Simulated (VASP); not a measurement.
## WS2: single point with PBEsol

The system is WS2, a slab with vacuum.

```xyz
12
Lattice="3.1461 0.0000 0.0000 -1.5731 2.7246 0.0000 0.0000 0.0000 38.0535" Properties=species:S:1:pos:R:3 pbc="T T T"
W     1.5731    0.9082   15.8536
W     1.5731    0.9082   28.5435
W     0.0000    1.8164    9.5100
W     0.0000    1.8164   22.1999
S     1.5731    0.9082    7.9434
S     1.5731    0.9082   20.6323
S     0.0000    1.8164   14.2860
S     0.0000    1.8164   26.9758
S     1.5731    0.9082   11.0777
S     1.5731    0.9082   23.7675
S     0.0000    1.8164   17.4212
S     0.0000    1.8164   30.1101
```

```yaml
Program: VASP 6.6.1
Task: single point
Functional: PBEsol
Potentials_or_basis: VASP PAW PBE potentials, release 64 (W_sv, S)
Cutoff: 520 eV
k_mesh: 12 × 12 × 1
Occupations: gaussian, width 0.02 eV
Spin: no spin polarisation
Dipole_correction: no
Further_INCAR_settings: ALGO = Normal; EDIFF = 1e-07; NBANDS = 64
```

```
Largest force          : 0.022 eV/Å
Band gap on the k mesh : 1.25 eV (least direct gap 1.88 eV)
```

Forces in eV/Å, atoms in the order of the input:
```
W    0.000  0.000  0.000
W    0.000  0.000  0.001
W    0.000  0.000 -0.001
W    0.000  0.000  0.000
S    0.000  0.000 -0.022
S    0.000  0.000 -0.021
S    0.000  0.000 -0.021
S    0.000  0.000 -0.021
S    0.000  0.000  0.021
S    0.000  0.000  0.021
S    0.000  0.000  0.021
S    0.000  0.000  0.022
```

Levels at points of the mesh, in eV from the valence-band top:
```tsv
k point	band 50	band 51	band 52	band 53	band 54	band 55
(0.00, 0.00, 0.00)	-0.54	-0.21	0.00	2.53	2.53	2.53
(0.50, 0.00, 0.00)	-1.44	-1.41	-1.39	2.54	2.55	2.56
```

Run time: 7.5 min on 1 thread of Intel(R) Xeon(R) 6975P-C (Granite Rapids), on a shared host, peak memory 0.56 GiB.

Caveat: the PAW data sets were made with another functional, which shifts forces and pressure a little; spin-orbit coupling is left out, which moves the levels of the heavy elements.
